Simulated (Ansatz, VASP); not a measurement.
BaTiO3 in VASP and in Ansatz

```
Ba Ti O
1.0
     4.06224    0.00000    0.00000
     0.00000    2.89269    2.90161
     0.00000   -2.89269    2.90161
Ba Ti O
1 1 3
Cartesian
  0.0000 0.0000 0.0000
  2.0311 0.0000 2.9475
  0.0000 0.0000 2.8558
  2.0311 -1.4209 4.3415
  2.0311 1.4209 4.3415
```

Change from the starting cell: volume scaled by 1.06.

Alike in both runs: task single point; functional PBEsol; k mesh 8 × 8 × 8; occupations fermi-dirac, width 0.05 eV; no spin polarisation.

|  | VASP | Ansatz |
| --- | --- | --- |
| version | VASP 6.6.1 | Ansatz 0.2.0 |
| potentials or method | VASP PAW PBE potentials, release 64 (Ba_sv, Ti_sv, O), cutoff 520 eV | all-electron LAPW, scalar-relativistic |

|  | VASP | Ansatz | Ansatz less VASP |
| --- | --- | --- | --- |
| pressure (GPa) | -11.0 | -12.4 | -1.44 |
| traceless stress, the component that is largest in VASP (GPa) | -0.56 | -0.55 | +0.013 |
| rms of the force components (eV/Å) | 0.163 | 0.168 | +0.0055 |

VASP's potentials were made for PBE, not for PBEsol. Atom by atom the forces differ by 0.007 eV/Å (rms over components). Ansatz ran all-electron here, and VASP with PAW potentials.

Neither program's run includes spin-orbit coupling.
